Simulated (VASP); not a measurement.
# Hf2Si3 (P4/mmm) in VASP: a series of runs, part 2 of 2

VASP 6.6.1. The steps go on from the part before.

## (3) Relaxation of cell and atoms, PBE

This run uses another cell than the first one, of 20.20 Å³/atom.

INCAR reads:

```
ALGO = Normal
EDIFF = 1E-7
EDIFFG = -0.01
ENCUT = 600
GGA = PE
IBRION = 2
ISIF = 3
ISMEAR = 0
LASPH = True
LCHARG = False
LREAL = False
LWAVE = False
NELM = 80
NSW = 100
PREC = Accurate
SIGMA = 0.1
```

KPOINTS reads:

```
k-points
0
Gamma
  10 10 8
```

POSCAR reads:

```
Hf2Si3
1.0
    4.2802770711      0.0000000000      0.0000000000
    0.0000000000      4.2802770711      0.0000000000
    0.0000000000      0.0000000000      5.5138458839
Hf Si
2 3
Direct
    0.0000000000      0.5000000000      0.0000000000
    0.5000000000      0.0000000000      0.0000000000
    0.0000000000      0.0000000000      0.2985491513
    0.0000000000      0.0000000000      0.7014508487
    0.5000000000      0.5000000000      0.5000000000
```

Potentials or basis: VASP PAW PBE potentials, release 64 (Hf_pv, Si).

Started as:

```console
$ cat potpaw_PBE.64/Hf_pv/POTCAR potpaw_PBE.64/Si/POTCAR > POTCAR
$ mpirun -np 1 vasp_std > vasp.out
```

OUTCAR:

```text
EDIFF = 1E-7
   EDIFFG = -0.01
   ENCUT = 600
   GGA = PE
   IBRION = 2
   ISIF = 3
   ISMEAR = 0
   LASPH = True
   LREAL = False
   NELM = 80
   NSW = 100
   PREC = Accurate

 ion  position               nearest neighbor table
   1  0.000  0.500  0.000-   3 2.70   4 2.70   3 2.70   4 2.70   2 3.03   2 3.03   2 3.03   2 3.03
                             5 3.49   5 3.49   5 3.49   5 3.49
   2  0.500  0.000  0.000-   3 2.70   4 2.70   3 2.70   4 2.70   1 3.03   1 3.03   1 3.03   1 3.03
                             5 3.49   5 3.49   5 3.49   5 3.49
   3  0.000  0.000  0.299-   4 2.22   2 2.70   1 2.70   1 2.70   2 2.70
   4  0.000  0.000  0.701-   3 2.22   2 2.70   1 2.70   1 2.70   2 2.70
   5  0.500  0.500  0.500-   1 3.49   2 3.49   1 3.49   2 3.49   2 3.49   2 3.49   1 3.49   1 3.49

  LATTYP: Found a simple tetragonal cell.
 ALAT       =     4.2802770711
 C/A-ratio  =     1.2881983555

  Lattice vectors:

 A1 = (   4.2802770711,   0.0000000000,   0.0000000000)
 A2 = (   0.0000000000,   4.2802770711,   0.0000000000)
 A3 = (   0.0000000000,   0.0000000000,   5.5138458839)

Analysis of symmetry for initial positions (statically):
=====================================================================
 Subroutine PRICEL returns:
 Original cell was already a primitive cell.

 Routine SETGRP: Setting up the symmetry group for a
 simple tetragonal supercell.
[... 289 lines left out ...]

[... ionic steps 4 to 31 ...]

--------------------------------------- Ionic step       32  -------------------------------------------

 number of electron      32.0000001 magnetization

------------------------ aborting loop because EDIFF is reached ----------------------------------------
[... 73 lines left out ...]
--------------------------------------- Ionic step       34  -------------------------------------------

 number of electron      32.0000001 magnetization

 Free energy of the ion-electron system (eV)
  ---------------------------------------------------
  ext. energy  EPLUGINS =         0.00000000
  ---------------------------------------------------
  free energy    TOTEN  =       -34.84526348 eV

  energy without entropy =      -34.82634465  energy(sigma->0) =      -34.83580407

 E-fermi :   5.7276     XC(G=0): -10.4605

 val. band max:        5.7260818722   @ k =   0.3000   0.1000   0.5000
 cond. band min:       5.7306865721   @ k =   0.3000   0.3000   0.2500
 fundamental gap:      0.0046046998
 Fermi energy:         5.7275888025

 k-point     1 :       0.0000    0.0000    0.0000
  band No.  band energies     occupation
      1     -25.2379      2.00000
      2     -25.2379      2.00000
      3     -25.2298      2.00000
      4     -25.1647      2.00000
      5     -24.9354      2.00000
      6     -24.9354      2.00000
[... 541 lines left out ...]
     19       6.9000      0.00000
     20       7.1466      0.00000

 [... further k-points ...]

------------------------ aborting loop because EDIFF is reached ----------------------------------------

  FORCE on cell =-STRESS in cart. coord.  units (eV):
  Direction    XX          YY          ZZ          XY          YZ          ZX
  --------------------------------------------------------------------------------------
  -------------------------------------------------------------------------------------
  Total        0.0159419      0.0159419      0.0268099      0.0000000     -0.0000000     -0.0000000
  in kB        0.2506924      0.2506924      0.4215963      0.0000000     -0.0000000     -0.0000000
  external PRESSURE =       0.3076603 kB  Pullay stress =       0.0000000 kB
[... 20 lines left out ...]
  FREE ENERGIE OF THE ION-ELECTRON SYSTEM (eV)
  ---------------------------------------------------
  free  energy   TOTEN  =       -34.8452634822 eV

  energy  without entropy=      -34.8263446523  energy(sigma->0) =      -34.83580407

 reached required accuracy - stopping structural energy minimisation
```

OSZICAR:

```text
N       E                     dE             d eps       ncg     rms          rms(c)
DAV:   1     0.114325431229E+03    0.11433E+03   -0.17221E+04  4216   0.160E+03
DAV:   2    -0.281638367733E+02   -0.14249E+03   -0.13705E+03  5044   0.315E+02
DAV:   3    -0.363103810181E+02   -0.81465E+01   -0.75789E+01  5672   0.469E+01
[... 330 lines left out ...]
DAV:   3    -0.348452651136E+02    0.28216E-05   -0.10094E-05  5352   0.181E-02    0.140E-02
DAV:   4    -0.348452643041E+02    0.80951E-06   -0.74661E-07  5076   0.477E-03    0.945E-03
DAV:   5    -0.348452636583E+02    0.64577E-06   -0.79704E-07  5080   0.518E-03    0.254E-03
DAV:   6    -0.348452635320E+02    0.12635E-06   -0.40986E-08  2412   0.121E-03    0.157E-03
DAV:   7    -0.348452634822E+02    0.49756E-07   -0.65022E-09  2288   0.517E-04
  34 F= -.34845263E+02 E0= -.34835804E+02  d E =-.163292E-04
```

It took 38 min on 1 thread of Intel Xeon 6975P-C (Granite Rapids), shared host; peak memory 0.44 GiB.

What came out:

- Free energy: -34.8453 eV
- Relaxed volume: 20.38 Å³/atom
- Relaxed cell: a = 4.677 Å, b = 4.677 Å, c = 4.658 Å, α = 90.00°, β = 90.00°, γ = 90.00°
- Space group after relaxing (to 0.1 Å): P4/mmm (No. 123)
- Energy gained by relaxing: 21.0 meV/atom
- Ionic steps: 34
- Pressure after relaxing: 0.0 GPa
- Band gap on the k mesh: zero (bands 16 and 17 overlap by 1.47 eV)

Forces on the atoms (eV/Å):
```
Hf   0.000  0.000  0.000
Hf   0.000  0.000  0.000
Si   0.000  0.000  0.003
Si   0.000  0.000 -0.003
Si   0.000  0.000  0.000
```

The path:
```
step  energy change (eV)  largest force (eV/Å)  pressure (GPa)  volume (Å³)
   1              0.0000                0.0883            0.29       101.02
   2             -0.0035                0.2187           -0.15       101.55
   3             -0.0035                0.1973           -0.13       101.51
   4             -0.0076                0.1511           -0.12       101.60
   5             -0.0168                0.0509           -0.12       101.85
   6             -0.0265                0.0005           -0.15       102.21
   7             -0.0800                0.2879           -0.20       102.33
   8              0.9477                4.8739            4.49        99.95
   9             -0.0427                1.2805           -0.21       102.31
  10             -0.0296                0.9005            0.16       101.55
  11             -0.0526                1.4411           -0.26       102.15
  12             -0.0554                1.3023           -0.15       101.90
  13             -0.0561                1.2791           -0.17       101.91
  14             -0.0578                1.2098           -0.23       101.95
  15             -0.0594                1.0627           -0.32       102.03
  16             -0.0610                1.0411           -0.31       102.02
  17             -0.0657                0.9763           -0.28       101.99
  18             -0.0742                0.8486           -0.21       101.93
  19             -0.0878                0.5988           -0.06       101.80
  20             -0.1023                0.1211            0.31       101.54
  21             -0.1035                0.0661            0.47       101.43
  22             -0.1035                0.0450            0.45       101.44
  23             -0.1038                0.0456            0.36       101.53
  24             -0.1044                0.0472            0.10       101.81
  25             -0.1040                0.0499           -0.43       102.37
  26             -0.1045                0.0482           -0.07       101.98
  27             -0.1045                0.0338           -0.07       101.98
  28             -0.1046                0.0093           -0.07       101.97
  29             -0.1046                0.0260           -0.07       101.97
  30             -0.1047                0.0195           -0.03       101.93
  31             -0.1048                0.0108            0.03       101.88
  32             -0.1047                0.0066            0.14       101.77
  33             -0.1048                0.0054            0.06       101.85
  34             -0.1048                0.0025            0.03       101.88
```

Final structure:
```cif
data_structure
_symmetry_space_group_name_H-M 'P 1'
_symmetry_Int_Tables_number 1
_cell_length_a 4.6769
_cell_length_b 4.6769
_cell_length_c 4.6580
_cell_angle_alpha 90.000
_cell_angle_beta 90.000
_cell_angle_gamma 90.000
_cell_volume 101.88
loop_
_atom_site_label
_atom_site_type_symbol
_atom_site_fract_x
_atom_site_fract_y
_atom_site_fract_z
_atom_site_occupancy
Hf1 Hf 0.00000 0.50000 0.00000 1
Hf2 Hf 0.50000 0.00000 0.00000 1
Si1 Si 0.00000 0.00000 0.26307 1
Si2 Si 0.00000 0.00000 0.73693 1
Si3 Si 0.50000 0.50000 0.50000 1
```

Caveat: a cell axis changed by over 15 % at a fixed basis, so the end point is rough; spin-orbit coupling is left out, which moves the levels of the heavy elements.
